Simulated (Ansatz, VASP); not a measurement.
**C: VASP beside Ansatz**

```
C
1.0
     0.00000    1.54156    1.54156
     1.54156    0.00000    1.54156
     1.54156    1.54156    0.00000
C
1
Cartesian
  0.0000 0.0000 0.0000
```

Alike in both runs: functional PBE; k mesh 30 × 30 × 30; occupations gaussian, width 0.1 eV; no spin polarisation.

Ansatz relaxed the structure, and its values are those at the end. VASP's run is a single point on that final structure, the one shown.

```csv
,VASP,Ansatz
version,VASP 6.6.1,Ansatz 0.2.0
potentials or method,"VASP PAW PBE potentials, release 64 (C), cutoff 520 eV","scalar-relativistic, plane waves, PAW"
valence electrons in the cell,4,4
```

Ansatz gave:

- gap on the k mesh at the Fermi level (eV): none
- pressure (GPa): 0.0

Question: Estimate VASP's values.

Answer: gap on the k mesh at the Fermi level (eV): none; pressure (GPa): 0.1.

A gap of «none» marks a metal or a gap that the smearing closes. With one functional, cell and mesh, what is left measures potentials, basis and numerics.
